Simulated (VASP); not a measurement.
# Mg2CdS3 (P1) in VASP: relaxation of cell and atoms with PBE

Aim: the relaxation of cell and atoms of Mg2CdS3 with PBE.

All numbers are computed with VASP 6.6.1; they aren't measurements. Logs are shortened: lines on timing, memory, paths and dates and some standing lists are left out, and cuts for length are marked.

### Step 1. The cell of the first run

The typed cell holds 12 atoms: a = 3.656 Å, b = 6.542 Å, c = 9.148 Å, α = 90.23°, β = 89.68°, γ = 91.71°.

### Step 2. Relaxation of cell and atoms, PBE

File INCAR:

```
SYSTEM = Mg2CdS3
  PREC = Accurate
  ENCUT = 600
  EDIFF = 1E-6
  ISMEAR = 0
  SIGMA = 0.1
  LREAL = .False.
  LASPH = .True.
  NELM = 60
  ALGO = Normal
  ISIF = 3
  LWAVE = .False.
  LCHARG = .False.
  GGA = PE
  IBRION = 2
  NSW = 80
  EDIFFG = -0.025
```

File KPOINTS:

```
regular mesh
0
Gamma
  4 2 2
  0 0 0
```

File POSCAR:

```
Mg2CdS3
1.0
    3.6560109441     -0.0553430850      0.0102224528
   -0.0958570350      6.5408996178     -0.0127981296
    0.0250747462     -0.0181245530      9.1481793470
Mg Cd S
4 2 6
Direct
   -0.0003148013      0.3246558397      0.6607407369
    0.5054671698      0.8423560290      0.6630461724
    0.4824828923      0.1755649125      0.3289027302
    0.0154385051      0.6574518893      0.3394008250
    0.4951479622      0.5048125959     -0.0048704746
    0.0205014436      0.9998284454      1.0032527371
    0.9914682753      0.0074675247      0.5005406302
    0.4967790785      0.4998814796      0.5053922988
    0.0063594708      0.3442078517      0.1841995636
    0.5085623772      0.8359849533      0.1793022617
    0.4906057182      0.1548937933      0.8223389181
   -0.0124980918      0.6528946857      0.8177536007
```

Potentials or basis: VASP PAW PBE potentials, release 64 (Mg, Cd, S).

Command:

```bash
> cat potpaw_PBE.64/Mg/POTCAR potpaw_PBE.64/Cd/POTCAR potpaw_PBE.64/S/POTCAR > POTCAR
> mpirun -np 1 vasp_std > vasp.out
```

OUTCAR:

```text
SYSTEM = Mg2CdS3
   PREC = Accurate
   ENCUT = 600
   EDIFF = 1E-6
   ISMEAR = 0
   LREAL = .False.
   LASPH = .True.
   NELM = 60
   ISIF = 3
   GGA = PE
   IBRION = 2
   NSW = 80
   EDIFFG = -0.025

 ion  position               nearest neighbor table
   1  1.000  0.325  0.661-   7 2.54   8 2.55  12 2.58  11 2.60  11 2.61   8 2.62   2 3.59   3 3.65

   2  0.505  0.842  0.663-  11 2.51   7 2.53  12 2.61  12 2.64   8 2.66   7 2.66   1 3.59   4 3.65

   3  0.482  0.176  0.329-   9 2.48   9 2.55   7 2.60  10 2.61   8 2.66   7 2.70   6 3.60   4 3.63
                             1 3.65   4 3.66
   4  0.015  0.657  0.339-   9 2.49   8 2.57  10 2.57   8 2.61  10 2.67   7 2.72   3 3.63   2 3.65
                             3 3.66
   5  0.495  0.505  0.995-  12 2.59   9 2.68  12 2.68  10 2.74  11 2.78   9 2.79   6 3.69   6 3.72
                             6 3.72
   6  0.021  1.000  0.003-  11 2.57  10 2.66  10 2.67  11 2.77   9 2.79  12 2.83   3 3.60   5 3.69
                             5 3.72   5 3.72
   7  0.991  0.007  0.501-   2 2.53   1 2.54   3 2.60   2 2.66   3 2.70   4 2.72
   8  0.497  0.500  0.505-   1 2.55   4 2.57   4 2.61   1 2.62   2 2.66   3 2.66
   9  0.006  0.344  0.184-   3 2.48   4 2.49   3 2.55   5 2.68   5 2.79   6 2.79
  10  0.509  0.836  0.179-   4 2.57   3 2.61   6 2.66   6 2.67   4 2.67   5 2.74
  11  0.491  0.155  0.822-   2 2.51   6 2.57   1 2.60   1 2.61   6 2.77   5 2.78
  12  0.988  0.653  0.818-   1 2.58   5 2.59   2 2.61   2 2.64   5 2.68   6 2.83

  LATTYP: Found a triclinic cell.
 ALAT       =     3.6564440894
 B/A-ratio  =     1.7890645482
 C/A-ratio  =     2.5019476414
 COS(alpha) =     0.0039775624
 COS(beta)  =     0.0055663217
 COS(gamma) =     0.0297912681

  Lattice vectors:

 A1 = (  -3.6560109441,   0.0553430850,  -0.0102224528)
 A2 = (  -0.0958570350,   6.5408996178,  -0.0127981296)
 A3 = (  -0.0250747462,   0.0181245530,  -9.1481793470)

Analysis of symmetry for initial positions (statically):
=====================================================================
 Subroutine PRICEL returns:
 Original cell was already a primitive cell.

 Routine SETGRP: Setting up the symmetry group for a
 triclinic supercell.

 Subroutine GETGRP returns: Found  1 space group operations
 (whereof  1 operations were pure point group operations)
 out of a pool of  2 trial point group operations.

The static configuration has the point symmetry C_1 .

Analysis of symmetry for dynamics (positions and initial velocities):
=====================================================================
 Subroutine PRICEL returns:
 Original cell was already a primitive cell.

 Routine SETGRP: Setting up the symmetry group for a
 triclinic supercell.

 Subroutine GETGRP returns: Found  1 space group operations
 (whereof  1 operations were pure point group operations)
 out of a pool of  2 trial point group operations.

The dynamic configuration has the point symmetry C_1 .

 Subroutine INISYM returns: Found  1 space group operations
 (whereof  1 operations are pure point group operations),
 and found     1 'primitive' translations

----------------------------------------------------------------------------------------

                                     Primitive cell

  volume of cell :     218.7149

  direct lattice vectors                    reciprocal lattice vectors
     3.656010944 -0.055343085  0.010222453     0.273584902  0.004007941 -0.000741943
    -0.095857035  6.540899618 -0.012798130     0.002313986  0.152918661  0.000296623
     0.025074746 -0.018124553  9.148179347    -0.000302475  0.000209452  0.109312612

  length of vectors
     3.656444089  6.541614493  9.148231666     0.273615264  0.152936455  0.109313231

  position of ions in fractional coordinates (direct lattice)
     0.999685199  0.324655840  0.660740737
     0.505467170  0.842356029  0.663046172
     0.482482892  0.175564913  0.328902730
     0.015438505  0.657451889  0.339400825
     0.495147962  0.504812596  0.995129525
     0.020501444  0.999828445  0.003252737
     0.991468275  0.007467525  0.500540630
     0.496779078  0.499881480  0.505392299
     0.006359471  0.344207852  0.184199564
     0.508562377  0.835984953  0.179302262
     0.490605718  0.154893793  0.822338918
     0.987501908  0.652894686  0.817753601

  ion indices of the primitive-cell ions
   primitive index   ion index
                 1           1
                 2           2
                 3           3
                 4           4
                 5           5
                 6           6
                 7           7
                 8           8
                 9           9
                10          10
                11          11
                12          12

----------------------------------------------------------------------------------------

 KPOINTS: regular mesh

Automatic generation of k-mesh.
 Grid dimensions read from file:
 generate k-points for:    4    2    2

 Generating k-lattice:

  Cartesian coordinates                     Fractional coordinates (reciprocal lattice)
     0.068396226  0.001001985 -0.000185486     0.250000000 -0.000000000  0.000000000
     0.001156993  0.076459330  0.000148311    -0.000000000  0.500000000  0.000000000
    -0.000151237  0.000104726  0.054656306     0.000000000  0.000000000  0.500000000

  Length of vectors
     0.068403816  0.076468227  0.054656616

  Shift w.r.t. Gamma in fractional coordinates (k-lattice)
     0.000000000  0.000000000  0.000000000

 Subroutine IBZKPT returns following result:
 ===========================================

 Found     12 irreducible k-points:

 Following reciprocal coordinates:
            Coordinates               Weight
  0.000000  0.000000  0.000000      1.000000
  0.250000 -0.000000 -0.000000      2.000000
  0.500000 -0.000000 -0.000000      1.000000
 -0.000000  0.500000  0.000000      1.000000
  0.250000  0.500000  0.000000      2.000000
  0.500000  0.500000 -0.000000      1.000000
  0.000000  0.000000  0.500000      1.000000
  0.250000  0.000000  0.500000      2.000000
  0.500000 -0.000000  0.500000      1.000000
 -0.000000  0.500000  0.500000      1.000000
  0.250000  0.500000  0.500000      2.000000
  0.500000  0.500000  0.500000      1.000000
   k-points           NKPTS =     12   k-points in BZ     NKDIM =     12   number of bands    NBANDS=     41
   number of dos      NEDOS =    301   number of ions     NIONS =     12
   total plane-waves  NPLWV = 129600
   dimension x,y,z NGX =    30 NGY =   54 NGZ =   80
   dimension x,y,z NGXF=    60 NGYF=  108 NGZF=  160
   ions per type =               4   2   6
   NGX,Y,Z   is equivalent  to a cutoff of  13.64, 13.72, 14.54 a.u.
   NGXF,Y,Z  is equivalent  to a cutoff of  27.28, 27.45, 29.08 a.u.
 SYSTEM =  Mg2CdS3
   PREC   = accura    normal or accurate (medium, high low for compatibility)
   ISTART =      0    job   : 0-new  1-cont  2-samecut
   ICHARG =      2    charge: 1-file 2-atom 10-const
   ISPIN  =      1    spin polarized calculation?
   LNONCOLLINEAR =      F non collinear calculations
   LSORBIT =      F    spin-orbit coupling
   LASPH  =      T    aspherical Exc in radial PAW
   ENCUT  =  600.0 eV  44.10 Ry    6.64 a.u.   7.30 13.07 18.27*2*pi/ulx,y,z
   NELM   =     60;   NELMIN=  2; NELMDL= -5     # of ELM steps
   EDIFF  = 0.1E-05   stopping-criterion for ELM
   LREAL  =      F    real-space projection
   EDIFFG = -.3E-01   stopping-criterion for IOM
   NSW    =     80    number of steps for IOM
   IBRION =      2    ionic relax: 0-MD 1-quasi-New 2-CG
   NFREE  =      1    steps in history (QN), initial steepest desc. (CG)
   ISIF   =      3    stress and relaxation
   ISYM   =      2    0-nonsym 1-usesym 2-fastsym
   POTIM  = 0.5000    time-step for ionic-motion
   TEBEG  =    0.0;   TEEND  =   0.0 temperature during run
   PSTRESS=    0.0 pullay stress
   NELECT =      68.0000    total number of electrons
   NUPDOWN=      -1.0000    fix difference up-down
   EMIN   =  10.00;   EMAX   =-10.00  energy-range for DOS
   EFERMI =   0.00;   METHOD = LEGACY
   ISMEAR =     0;   SIGMA  =   0.10  broadening in eV -4-tet -1-fermi 0-gaus
   EFERMI_NEDOS =   21; number of points for ismear=-14 and -15
   IALGO  =     38    algorithm
   IMIX   =      4    mixing-type and parameters
     AMIX     =   0.40;   BMIX     =  1.00
     AMIX_MAG =   1.60;   BMIX_MAG =  1.00
  volume/ion in A,a.u.               =      18.23       123.00
  Fermi-wavevector in a.u.,A,eV,Ry     =   1.109051  2.095803 16.735099  1.229995
  Thomas-Fermi vector in A             =   2.245586
   LORBIT       =      0    0 simple, 1 ext, 2 COOP (PROOUT), +10 PAW based schemes
   GGA     = PE    functional components
   LHFCALC =     F    Hartree Fock is set to
   AEXX    =    0.0000 exact exchange contribution
   IVDW    =     0    specifies the selected vdW correction
   LEPSILON=     F    determine dielectric tensor
   LRPA    =     F    only Hartree local field effects (RPA)
 conjugate gradient relaxation of ions
 non-spin polarized calculation
 Gauss-broadening in eV      SIGMA  =   0.10
  energy-cutoff  :      600.00
  volume of cell :      218.71
 maximum number of plane-waves:      7329
 NGX is ok and might be reduce to    30
   NGX = 15   NGY = 27   NGZ = 37

--------------------------------------- Ionic step        1  -------------------------------------------

 number of electron      68.0000002 magnetization

 Free energy of the ion-electron system (eV)
  ---------------------------------------------------
  ext. energy  EPLUGINS =         0.00000000
  ---------------------------------------------------
  free energy    TOTEN  =       -45.20920756 eV

  energy without entropy =      -45.20920756  energy(sigma->0) =      -45.20920756

 E-fermi :   4.2138     XC(G=0): -10.0277

 val. band max:        3.7683020765   @ k =   0.0000   0.0000   0.5000
 cond. band min:       5.2180853503   @ k =   0.5000   0.5000  -0.0000
 fundamental gap:      1.4497832737
 Fermi energy:         4.2137920194

 k-point     1 :       0.0000    0.0000    0.0000
  band No.  band energies     occupation
      1      -9.2357      2.00000
      2      -8.4835      2.00000
      3      -8.1945      2.00000
      4      -8.1335      2.00000
      5      -7.9327      2.00000
      6      -7.5669      2.00000
[... 648 lines left out ...]
  FREE ENERGIE OF THE ION-ELECTRON SYSTEM (eV)
  ---------------------------------------------------
  free  energy   TOTEN  =       -45.3952455174 eV

  energy  without entropy=      -45.3952455174  energy(sigma->0) =      -45.39524552

[... ionic steps 4 to 11 ...]

--------------------------------------- Ionic step       12  -------------------------------------------

 number of electron      67.9999989 magnetization

------------------------ aborting loop because EDIFF is reached ----------------------------------------
[... 87 lines left out ...]
--------------------------------------- Ionic step       14  -------------------------------------------

 number of electron      67.9999987 magnetization

 Free energy of the ion-electron system (eV)
  ---------------------------------------------------
  ext. energy  EPLUGINS =         0.00000000
  ---------------------------------------------------
  free energy    TOTEN  =       -45.48375450 eV

  energy without entropy =      -45.48375450  energy(sigma->0) =      -45.48375450

 E-fermi :   3.7373     XC(G=0):  -9.8746

 val. band max:        3.2933870187   @ k =   0.0000   0.0000   0.5000
 cond. band min:       4.9584460358   @ k =   0.0000   0.0000   0.0000
 fundamental gap:      1.6650590171
 Fermi energy:         3.7372870993

 k-point     1 :       0.0000    0.0000    0.0000
  band No.  band energies     occupation
      1      -9.3215      2.00000
      2      -8.5395      2.00000
      3      -8.4110      2.00000
      4      -8.2409      2.00000
      5      -8.0339      2.00000
      6      -7.8791      2.00000
[... 556 lines left out ...]
  FREE ENERGIE OF THE ION-ELECTRON SYSTEM (eV)
  ---------------------------------------------------
  free  energy   TOTEN  =       -45.4837544957 eV

  energy  without entropy=      -45.4837544957  energy(sigma->0) =      -45.48375450

 reached required accuracy - stopping structural energy minimisation
```

It took 12 min on 1 thread of Intel Xeon 6975P-C (Granite Rapids), shared host; peak memory 0.42 GiB.

Results:

```yaml
Free_energy: -45.4838 eV
Relaxed_volume: 18.88 Å³/atom
Relaxed_cell: a = 3.773 Å, b = 6.512 Å, c = 9.220 Å, α = 90.09°, β = 90.00°, γ = 89.97°
Space_group_after_relaxing_to_0.1_Å: P-3m1 (No. 164)
Energy_gained_by_relaxing: 22.9 meV/atom
Ionic_steps: 14
Pressure_after_relaxing: 0.0 GPa
Largest_force_after_relaxing: 0.023 eV/Å
Band_gap_on_the_k_mesh: 1.67 eV (least direct gap 1.77 eV)
```

Forces in eV/Å, atoms in the order of the input:
```
Mg  -0.008  0.010 -0.017
Mg   0.014  0.005  0.017
Mg  -0.005 -0.015  0.008
Mg  -0.009  0.005  0.004
Cd   0.007  0.011  0.008
Cd  -0.005 -0.006  0.004
S   -0.008 -0.002 -0.009
S    0.005  0.007 -0.006
S    0.000 -0.003 -0.006
S    0.005 -0.009 -0.005
S    0.005 -0.002  0.007
S    0.001 -0.001 -0.006
```

Step by step:
```csv
step,energy change (eV),largest force (eV/Å),pressure (GPa),volume (Å³)
1,0.0000,0.6038,3.27,218.71
2,-0.1859,0.2869,-1.09,230.65
3,-0.1860,0.2950,-0.97,230.28
4,-0.2319,0.1851,-0.45,228.31
5,-0.2466,0.1655,0.10,226.46
6,-0.2553,0.1196,0.03,226.56
7,-0.2661,0.0923,-0.10,226.85
8,-0.2695,0.0657,0.12,226.18
9,-0.2701,0.0584,0.24,225.81
10,-0.2720,0.0441,-0.08,226.77
11,-0.2720,0.0421,-0.12,226.90
12,-0.2733,0.0352,-0.06,226.71
13,-0.2740,0.0358,0.02,226.46
14,-0.2745,0.0227,-0.02,226.57
```

Final structure:
```xyz
12
Lattice="3.7735 0.0012 -0.0001 0.0014 6.5124 -0.0054 0.0008 -0.0076 9.2196" Properties=species:S:1:pos:R:3 pbc="T T T"
Mg    0.0039    2.1605    6.1060
Mg    1.8821    5.4190    6.0899
Mg    1.8893    1.0896    3.1147
Mg    0.0056    4.3398    3.1145
Cd    1.8840    3.2487    9.2132
Cd    0.0042    6.5122   -0.0043
S     0.0021   -0.0034    4.6106
S     1.8883    3.2502    4.6093
S     0.0009    2.1731    1.6459
S     1.8896    5.4296    1.6458
S     1.8869    1.0771    7.5706
S     3.7704    4.3369    7.5686
```

Levels at points of the mesh, in eV from the valence-band top:
| k point | band 32 | band 33 | band 34 | band 35 | band 36 | band 37 |
| --- | --- | --- | --- | --- | --- | --- |
| (0.00, 0.00, 0.00) | -0.24 | -0.12 | -0.10 | 1.67 | 2.44 | 4.33 |
| (0.50, 0.00, 0.00) | -1.32 | -0.38 | -0.38 | 3.09 | 3.09 | 4.30 |
| (0.00, 0.50, 0.00) | -0.40 | -0.30 | -0.29 | 3.36 | 3.36 | 4.56 |
| (0.50, 0.50, 0.00) | -1.00 | -0.62 | -0.61 | 1.68 | 1.68 | 4.39 |
| (0.00, 0.00, 0.50) | -0.30 | -0.01 | 0.00 | 2.40 | 3.32 | 3.53 |
| (0.50, 0.00, 0.50) | -1.09 | -0.90 | -0.90 | 3.42 | 3.43 | 4.82 |
| (0.00, 0.50, 0.50) | -0.71 | -0.18 | -0.18 | 3.42 | 3.42 | 4.44 |
| (0.50, 0.50, 0.50) | -0.34 | -0.30 | -0.30 | 2.41 | 2.42 | 3.34 |

Caveat: the k points lie up to 0.48 Å⁻¹ apart in the final cell. A k mesh can miss the band edges.
